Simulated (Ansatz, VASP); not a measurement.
## HfN: VASP beside Ansatz

```
Hf N
1.0
     3.12771    0.00000    0.00000
    -1.56385    2.70867    0.00000
     0.00000    0.00000    5.39094
Hf N
2 2
Direct
  0.76258 0.42925 0.75000
  0.42925 0.76258 0.25000
  0.00000 0.00000 0.00000
  0.00000 0.00000 0.50000
```

Change from the starting cell: all Hf atoms moved -0.300 Å, as atom 1 towards its neighbour atom 1 (Hf) at 3.128 Å.

Alike in both runs: task single point; functional PBEsol; k mesh 18 × 18 × 10; occupations gaussian, width 0.15 eV; no spin polarisation.

|  | VASP | Ansatz |
| --- | --- | --- |
| version | VASP 6.6.1 | Ansatz 0.2.0 |
| potentials or method | VASP PAW PBE potentials, release 64 (Hf_pv, N), cutoff 520 eV | scalar-relativistic, plane waves, PAW |
| valence electrons in the cell | 30 | 62 |

|  | VASP | Ansatz | Ansatz less VASP |
| --- | --- | --- | --- |
| gap on the k mesh at the Fermi level (eV) | none | none | - |
| pressure (GPa) | 10.0 | 11.8 | +1.77 |
| traceless stress, the component that is largest in VASP (GPa) | 2.76 | 2.73 | -0.027 |
| rms of the force components (eV/Å) | 1.917 | 1.921 | +0.0034 |

VASP's potentials were made for PBE, not for PBEsol. Atom by atom the forces differ by 0.007 eV/Å (rms over components). A gap of «none» marks a metal or a gap that the smearing closes. VASP's potentials hold 30 valence electrons a cell and Ansatz's 62, so a difference there can come from the potentials and not from the codes.

Neither program's run includes spin-orbit coupling.
